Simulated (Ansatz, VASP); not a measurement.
# Two plane-wave programs on CdF2

```
CELL_PARAMETERS angstrom
0.00000 2.58624 2.69400
2.58624 0.00000 2.69400
2.58624 2.58624 0.00000
ATOMIC_POSITIONS crystal
Cd 0.00000 0.00000 0.00000
F 0.75000 0.75000 0.75000
F 0.25000 0.25000 0.25000
```

Alike in both runs: task single point; functional PBEsol; k mesh 7 × 7 × 7; occupations fermi-dirac, width 0.05 eV; no spin polarisation.

|  | VASP | Ansatz |
| --- | --- | --- |
| version | VASP 6.6.1 | Ansatz 0.2.0 |
| potentials or method | VASP PAW PBE potentials, release 64 (Cd_sv_GW, F) | Ansatz PAW |
| plane-wave cutoff (eV) | 600 | 420 |
| valence electrons in the cell | 34 | 34 |

Ansatz gave:

| Property | Result |
| --- | --- |
| gap on the k mesh at the Fermi level (eV) | 3.23 |
| least direct gap on the mesh (eV) | 3.49 |
| pressure (GPa) | 10.4 |
| traceless stress, the component that is largest in VASP (GPa) | -3.14 |

Estimate VASP's values.

gap on the k mesh at the Fermi level (eV): 3.22; least direct gap on the mesh (eV): 3.48; pressure (GPa): 9.7; traceless stress, the component that is largest in VASP (GPa): -3.14.

VASP's potentials were made for PBE, not for PBEsol. With one functional, cell and mesh, what is left measures potentials, basis and numerics.

Noted on Ansatz's run: odd divisions of the mesh miss points on the zone boundary, where band edges often lie, so the gap on the mesh can be too wide.
